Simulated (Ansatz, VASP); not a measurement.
Hf5H: VASP beside Ansatz

Contents of INCAR:

```
SYSTEM = Hf5H
  PREC = Accurate
  ENCUT = 520
  EDIFF = 1E-6
  ISMEAR = 0
  SIGMA = 0.1
  LREAL = .FALSE.
  LASPH = .TRUE.
  NELM = 80
  ALGO = Normal
  ISIF = 2
  LWAVE = .FALSE.
  LCHARG = .TRUE.
  LDIPOL = .TRUE.
  IDIPOL = 3
  DIPOL = 0.5 0.5 0.319
  GGA = PE
  IVDW = 12
  LELF = .TRUE.
  LVHAR = .TRUE.
  LVACPOTAV = .TRUE.
  NBANDS = 34
```

KPOINTS

```
Automatic mesh
0
G
  6 6 1
  0 0 0
```

File POSCAR:

```
Hf5H
1.0
    4.9564149667      0.0000000000      0.0000000000
   -2.4782074834      4.2923812729      0.0000000000
    0.0000000000      0.0000000000     21.1328376004
Hf H
5 1
Direct
    0.6666666667      0.3333333333      0.1892788879
    0.3333333333      0.6666666667      0.2371533849
    0.0000000000      0.0000000000      0.2763383880
    0.6666666667      0.3333333333      0.3164267596
    0.3333333333      0.6666666667      0.3706476976
    1.2222222222      1.1111111111      0.5268027802
```

Input for Ansatz:

```yaml
crystal:
  lattice:
    - [4.9564149667, 0.0, 0.0]
    - [-2.4782074834, 4.2923812729, 0.0]
    - [0.0, 0.0, 21.1328376004]
  atoms:
    - { symbol: Hf, position: [0.6666666667, 0.3333333333, 0.1892788879] }
    - { symbol: Hf, position: [0.3333333333, 0.6666666667, 0.2371533849] }
    - { symbol: Hf, position: [0.0, 0.0, 0.276338388] }
    - { symbol: Hf, position: [0.6666666667, 0.3333333333, 0.3164267596] }
    - { symbol: Hf, position: [0.3333333333, 0.6666666667, 0.3706476976] }
    - { symbol: H, position: [1.2222222222, 1.1111111111, 0.5268027802] }
basis:
  ecutwfc: 420
kpoints:
  mp_grid: { grid: [6, 6, 1] }
hamiltonian:
  xc: pbe
  dispersion: d3bj
scf:
  occupations: { method: gaussian, width: 0.1 }
output:
  forces: true
  eigenvalues: true
efield:
  axis: 3
  dipole_correction: true
  ramp_width: 0.04
```

Alike in both runs: task single point; functional PBE; dispersion D3(BJ); k mesh 6 × 6 × 1; occupations gaussian, width 0.1 eV; no spin polarisation.

|  | VASP | Ansatz |
| --- | --- | --- |
| version | VASP 6.6.1 | Ansatz 0.2.0 |
| potentials or method | VASP PAW PBE potentials, release 64 (Hf_pv, H), cutoff 520 eV | scalar-relativistic, plane waves, PAW |
| valence electrons in the cell | 51 | 131 |

Ansatz gave:

| Quantity | Value |
| --- | --- |
| gap on the k mesh at the Fermi level (eV) | none |
| rms of the force components (eV/Å) | 0.396 |
| work function, face that differs most (eV) | 3.29 |

Task: What did VASP give for the same quantities?

Result: gap on the k mesh at the Fermi level (eV): none; rms of the force components (eV/Å): 0.386; work function, face that differs most (eV): 3.29.

Atom by atom the forces differ by 0.033 eV/Å (rms over components). A gap of «none» marks a metal or a gap that the smearing closes. VASP's potentials hold 51 valence electrons a cell and Ansatz's 131, so a difference there can come from the potentials and not from the codes.

Neither program's run includes spin-orbit coupling.
